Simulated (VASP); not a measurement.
# Ti (P6_3/mmc) in VASP: a run that goes wrong, beside a sound one

A flawed run on Ti and a sound one for comparison.

All numbers are computed with VASP 6.6.1; they aren't measurements. Logs are shortened: lines on timing, memory, paths and dates and some standing lists are left out, and cuts for length are marked.

### 1 The cell of the first run

Symmetry: P6_3/mmc, No. 194, hexagonal system. Conventional cell: a = 3.045 Å, b = 3.045 Å, c = 4.831 Å, α = 90.00°, β = 90.00°, γ = 120.00°. Ti (site symmetry -6m2) has 12 Ti at 2.99 to 3.05 Å within 3.9 Å.

### 2 A run with an altered input

Contents of INCAR:

```
SYSTEM = Ti
GGA      = CA             ! functional
ISMEAR   = 1              ! smearing method
SIGMA    = 0.1            ! smearing width, eV
LWAVE    = .FALSE.        ! write WAVECAR
LCHARG   = .FALSE.        ! write CHGCAR
NSW      = 30             ! ionic steps
PREC     = Accurate       ! precision mode
LASPH    = .TRUE.         ! aspherical terms in the spheres
LREAL    = .FALSE.        ! projectors in reciprocal space
ALGO     = Normal         ! electronic algorithm
EDIFF    = 1E-6           ! SCF threshold, eV
NELM     = 57             ! most SCF steps
GGA_COMPAT= .FALSE.      
IBRION   = 1              ! ionic algorithm
ISIF     = 3              ! what is computed and relaxed
EDIFFG   = -0.005         ! ionic threshold
NELMIN   = 4            
ENCUT    = 410            ! plane-wave cutoff, eV
KPAR     = 4            
POTIM    = 3.0            ! step
```

Contents of KPOINTS:

```
Automatic mesh
0
Gamma
  11 11 6
  0 0 0
```

Contents of POSCAR:

```
Ti
1.0
    3.0452263406      0.0000000000      0.0000000000
   -1.5226131703      2.6372433713      0.0000000000
    0.0000000000      0.0000000000      4.8310709403
Ti
2
Direct
    0.6666666667      0.3333333333      0.7500000000
    0.3333333333      0.6666666667      0.2500000000
```

Potentials or basis: VASP PAW LDA potentials, release 64 (Ti_sv).

Started as:

```sh
> cat potpaw_LDA.64/Ti_sv/POTCAR > POTCAR
> cp POSCAR.step1 POSCAR
> mpirun -np 4 vasp_std > vasp.out
> cp CONTCAR POSCAR
> mpirun -np 4 vasp_std > vasp.out
```

OUTCAR:

```text
SYSTEM = Ti
   GGA = CA
   ISMEAR = 1
   NSW = 30
   PREC = Accurate
   LASPH = .TRUE.
   LREAL = .FALSE.
   EDIFF = 1E-6
   NELM = 57
   IBRION = 1
[... 31 lines left out ...]
   LASPH  =      T    aspherical Exc in radial PAW
   ENCUT  =  410.0 eV  30.13 Ry    5.49 a.u.   5.03  5.03  7.98*2*pi/ulx,y,z
   NELM   =     57;   NELMIN=  4; NELMDL=  0     # of ELM steps
   EDIFF  = 0.1E-05   stopping-criterion for ELM
   LREAL  =      F    real-space projection
   EDIFFG = -.5E-02   stopping-criterion for IOM
   NSW    =     30    number of steps for IOM
   IBRION =      1    ionic relax: 0-MD 1-quasi-New 2-CG
   NFREE  =      0    steps in history (QN), initial steepest desc. (CG)
   ISIF   =      3    stress and relaxation
[... 169 lines left out ...]

 [... further k-points ...]

------------------------ aborting loop because EDIFF is reached ----------------------------------------

  FORCE on cell =-STRESS in cart. coord.  units (eV):
  Direction    XX          YY          ZZ          XY          YZ          ZX
  --------------------------------------------------------------------------------------
[... 13 lines left out ...]

 POSITION                                       TOTAL-FORCE (eV/Angst)
 -----------------------------------------------------------------------------------
      1.52261      0.87908      3.62330         0.000000     -0.000000      0.000000
     -0.00000      1.75816      1.20777        -0.000000      0.000000      0.000000
 -----------------------------------------------------------------------------------
    total drift:                               -0.000000      0.000000     -0.000000

  FREE ENERGIE OF THE ION-ELECTRON SYSTEM (eV)
  ---------------------------------------------------
  free  energy   TOTEN  =       -16.6847031718 eV

  energy  without entropy=      -16.6839455140  energy(sigma->0) =      -16.68445062
```

On the terminal:

```text
POSCAR found type information on POSCAR Ti
 POSCAR found :  1 types and       2 ions
 scaLAPACK will be used
[... 27 lines left out ...]

1
1
1
1
```

Wall time 22 s (4 MPI ranks of Intel Xeon Platinum 8488C (Sapphire Rapids), shared host).

The program failed during the run. The fault, put in on purpose: ionic step far too long (IBRION = 1; POTIM = 3).

### 3 Relaxation of cell and atoms, LDA (19.40 Å³/atom)

POSCAR is that of step 2.

Contents of INCAR.step1:

```
SYSTEM = Ti
GGA      = CA             ! functional
ISMEAR   = 1              ! smearing method
SIGMA    = 0.05           ! smearing width, eV
LWAVE    = .FALSE.        ! write WAVECAR
LCHARG   = .FALSE.        ! write CHGCAR
NSW      = 80             ! ionic steps
PREC     = Accurate       ! precision mode
LASPH    = .TRUE.         ! aspherical terms in the spheres
LREAL    = .FALSE.        ! projectors in reciprocal space
ALGO     = Normal         ! electronic algorithm
EDIFF    = 1E-7           ! SCF threshold, eV
NELM     = 120            ! most SCF steps
GGA_COMPAT= .FALSE.      
IBRION   = 2              ! ionic algorithm
ISIF     = 3              ! what is computed and relaxed
EDIFFG   = -0.002         ! ionic threshold
NELMIN   = 4            
ENCUT    = 720            ! plane-wave cutoff, eV
KPAR     = 4            
POTIM    = 0.5            ! step
```

Contents of INCAR.step4:

```
SYSTEM = Ti
GGA      = CA             ! functional
ISMEAR   = 1              ! smearing method
SIGMA    = 0.05           ! smearing width, eV
LWAVE    = .FALSE.        ! write WAVECAR
LCHARG   = .FALSE.        ! write CHGCAR
PREC     = Accurate       ! precision mode
LASPH    = .TRUE.         ! aspherical terms in the spheres
LREAL    = .FALSE.        ! projectors in reciprocal space
ALGO     = Normal         ! electronic algorithm
EDIFF    = 1E-7           ! SCF threshold, eV
NELM     = 120            ! most SCF steps
GGA_COMPAT= .FALSE.      
ISIF     = 2              ! what is computed and relaxed
ENCUT    = 720            ! plane-wave cutoff, eV
KPAR     = 4
```

Contents of KPOINTS:

```
Automatic mesh
0
Gamma
  14 14 8
  0 0 0
```

Potentials or basis: VASP PAW LDA potentials, release 64 (Ti_sv).

Started as:

```sh
> cat potpaw_LDA.64/Ti_sv/POTCAR > POTCAR
> cp INCAR.step1 INCAR
> cp POSCAR.step1 POSCAR
> mpirun -np 4 vasp_std > vasp.out
> cp CONTCAR POSCAR
> mpirun -np 4 vasp_std > vasp.out
> cp CONTCAR POSCAR
> mpirun -np 4 vasp_std > vasp.out
> cp CONTCAR POSCAR
> cp INCAR.step4 INCAR
> mpirun -np 4 vasp_std > vasp.out
```

Run time: 4.1 min. Hardware: 4 MPI ranks of Intel Xeon Platinum 8488C (Sapphire Rapids), shared host; peak memory 0.25 GiB.

The run converged. Its results:

| Quantity | Value |
| --- | --- |
| Free energy | -17.1005 eV |
| Relaxed volume | 16.09 Å³/atom |
| Relaxed cell | a = 2.864 Å, b = 2.864 Å, c = 4.529 Å, α = 90.00°, β = 90.00°, γ = 120.00° |
| Space group after relaxing (to 0.1 Å) | P6_3/mmc (No. 194) |
| Energy gained by relaxing | 201.2 meV/atom |
| Ionic steps | 16 |
| Pressure after relaxing | 0.0 GPa |
| Band gap on the k mesh | zero (bands 12 and 13 overlap by 1.02 eV) |

Step by step:
```
step  energy change (eV)  largest force (eV/Å)  pressure (GPa)  volume (Å³)
   1              0.0000                0.0000          -16.94        38.80
   2             -0.1910                0.0000           19.61        28.38
   3             -0.4036                0.0000           -0.28        32.25
   4             -0.4036                0.0000            0.20        32.13
   5             -0.4036                0.0000           -0.14        32.22
   6             -0.4037                0.0000           -0.01        32.18
   7             -0.4037                0.0000           -0.01        32.18
   8             -0.4037                0.0000            0.10        32.16
   9             -0.4037                0.0000            0.01        32.18
  10             -0.4024                0.0000           -0.02        32.18
  11             -0.4024                0.0000            0.00        32.17
  12             -0.4024                0.0000            0.01        32.17
  13             -0.4024                0.0000           -0.01        32.18
  14             -0.4024                0.0000           -0.03        32.18
  15             -0.4024                0.0000           -0.03        32.17
  16             -0.4024                0.0000           -0.01        32.17
```

Final structure:
```
Ti
1.0
     2.86403    0.00000    0.00000
    -1.43202    2.48032    0.00000
     0.00000    0.00000    4.52886
Ti
2
Direct
  0.66667 0.33333 0.75000
  0.33333 0.66667 0.25000
```

Levels at points of the mesh, in eV from the Fermi level:
| k point | band 8 | band 9 | band 10 | band 11 | band 12 | band 13 | band 14 | band 15 | band 16 |
| --- | --- | --- | --- | --- | --- | --- | --- | --- | --- |
| (0.00, 0.00, 0.00) | -32.20 | -6.33 | -2.91 | 0.75 | 0.75 | 0.90 | 1.10 | 1.31 | 1.31 |
| (0.50, 0.00, 0.00) | -32.29 | -2.45 | -2.43 | -2.09 | -0.50 | 0.40 | 0.66 | 1.25 | 3.62 |
| (0.00, 0.00, 0.50) | -32.26 | -4.36 | -4.36 | 0.06 | 0.06 | 0.64 | 0.64 | 0.64 | 0.64 |
| (0.50, 0.00, 0.50) | -32.40 | -2.78 | -2.78 | -0.95 | -0.95 | 1.59 | 1.59 | 1.80 | 1.80 |

Caveat: the volume moved by over 15 % at a fixed basis, so the end points are rough. Zero-point motion and thermal expansion aren't in these numbers.
